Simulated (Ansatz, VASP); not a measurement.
## One calculation of Cd2S, two programs

```
CELL_PARAMETERS angstrom
5.33025 0.00000 0.00000
-2.66512 4.61613 0.00000
0.00000 0.00000 5.97647
ATOMIC_POSITIONS crystal
Cd 0.33333 0.66667 0.69125
Cd 0.33333 0.66667 0.30875
Cd 0.66667 0.33333 0.30875
Cd 0.66667 0.33333 0.69125
S 0.33333 0.66667 0.00000
S 0.66667 0.33333 0.00000
```

Alike in both runs: task relaxation of cell and atoms; functional PBE; k mesh 4 × 4 × 3; occupations gaussian, width 0.2 eV; no spin polarisation.

|  | VASP | Ansatz |
| --- | --- | --- |
| version | VASP 6.6.1 | Ansatz 0.2.0 |
| potentials or method | VASP PAW PBE potentials, release 64 (Cd, S), cutoff 600 eV | scalar-relativistic, plane waves, PAW |
| valence electrons in the cell | 60 | 92 |

VASP gave:

- relaxed volume (Å³/atom): 30.78
- relaxed length of the cell vector where the two differ most in proportion (Å): 5.183

Problem. Which values does Ansatz return?

Solution. Relaxed volume (Å³/atom): 52.80; relaxed length of the cell vector where the two differ most in proportion (Å): 7.090.

One of these differences is far larger than is usual between the two programs; its cause wasn't traced. VASP's potentials hold 60 valence electrons a cell and Ansatz's 92, so a difference there can come from the potentials and not from the codes.

Noted on VASP's run: the volume moved by over 15 % at a fixed basis, so the end points are rough.
